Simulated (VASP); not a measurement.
Here is a VASP 6.6.1 calculation.

The input INCAR:

```
SYSTEM = TiO2
  PREC = Accurate
  ENCUT = 520
  EDIFF = 1E-6
  ISMEAR = -1
  SIGMA = 0.05
  LREAL = .False.
  LASPH = .True.
  NELM = 80
  ALGO = Normal
  ISIF = 2
  LWAVE = .False.
  LCHARG = .False.
  GGA = PE
  NBANDS = 60
```

KPOINTS

```
Automatic mesh
0
Gamma
  3 9 6
  0 0 0
```

POSCAR

```
TiO2
1.0
    9.4590000000      0.0000000000      0.0000000000
    0.0000000000      2.9585000000      0.0000000000
    0.0000000000      0.0000000000      4.9022000000
Ti O
4 8
Direct
    0.6369000000      0.2500000000      0.5646300000
    0.3631000000      0.7500000000      0.4353700000
    0.8631000000      0.7500000000      0.0646300000
    0.1369000000      0.2500000000      0.9353700000
    0.4724000000      0.2500000000      0.2916000000
    0.5276000000      0.7500000000      0.7084000000
    0.0276000000      0.7500000000      0.7916000000
    0.9724000000      0.2500000000      0.2084000000
    0.7663000000      0.2500000000      0.8635000000
    0.2337000000      0.7500000000      0.1365000000
    0.7337000000      0.7500000000      0.3635000000
    0.2663000000      0.2500000000      0.6365000000
```

Potentials or basis: VASP PAW PBE potentials, release 64 (Ti_sv, O).

Launch:

```console
$ cat potpaw_PBE.64/Ti_sv/POTCAR potpaw_PBE.64/O/POTCAR > POTCAR
$ mpirun -np 1 vasp_std > vasp.out
```

(1) Predict the pressure.

(2) Estimate the band gap on the k mesh.

(3) Predict the largest force.

Results:

(1) 2.2 GPa.

(2) 2.46 eV, indirect (least direct gap 2.50 eV).

(3) 0.266 eV/Å.
